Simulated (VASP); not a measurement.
A run of VASP 6.6.1 is set up as follows.

POSCAR

```
C
1.0
    0.0000000000      1.5340488938      1.5340488938
    1.5340488938      0.0000000000      1.5340488938
    1.5340488938      1.5340488938      0.0000000000
C
2
Direct
   -0.1250000000     -0.1250000000     -0.1250000000
    0.1250000000      0.1250000000      0.1250000000
```

INCAR.step1

```
ALGO     = Normal         # electronic algorithm
EDIFF    = 1E-4           # SCF threshold, eV
ENCUT    = 520            # plane-wave cutoff, eV
GGA      = PE             # functional
ISMEAR   = -1             # smearing method
LASPH    = True           # aspherical terms in the spheres
LCHARG   = False          # write CHGCAR
LREAL    = False          # projectors in reciprocal space
LWAVE    = True           # write WAVECAR
NBANDS   = 11             # bands
NELM     = 100            # most SCF steps
PREC     = Accurate       # precision mode
SIGMA    = 0.08           # smearing width, eV
```

File INCAR.step2:

```
ALGO     = Normal         # electronic algorithm
EDIFF    = 1E-6           # SCF threshold, eV
ENCUT    = 520            # plane-wave cutoff, eV
ISIF     = 2              # what is computed and relaxed
ISMEAR   = -1             # smearing method
ISTART   = 1            
LASPH    = True           # aspherical terms in the spheres
LCHARG   = False          # write CHGCAR
LMIXTAU  = True         
LREAL    = False          # projectors in reciprocal space
LWAVE    = False          # write WAVECAR
METAGGA  = R2SCAN         # meta-GGA
NBANDS   = 11             # bands
NELM     = 100            # most SCF steps
PREC     = Accurate       # precision mode
SIGMA    = 0.08           # smearing width, eV
```

Contents of KPOINTS:

```
k-points
0
Gamma
  20 20 20
```

Potentials or basis: VASP PAW PBE potentials, release 64 (C).

Command:

```bash
$ cat potpaw_PBE.64/C/POTCAR > POTCAR
$ cp INCAR.step1 INCAR
$ mpirun -np 1 vasp_std > vasp.out
$ cp INCAR.step2 INCAR
$ mpirun -np 1 vasp_std > vasp.out
```

(1) Predict the band gap on the k mesh.

(2) What does it give for the pressure?

Results:

(1) 5.52 eV, indirect (least direct gap 7.09 eV).

(2) 446.6 GPa.

Caveat: the PAW data sets were made with another functional, which shifts forces and pressure a little.
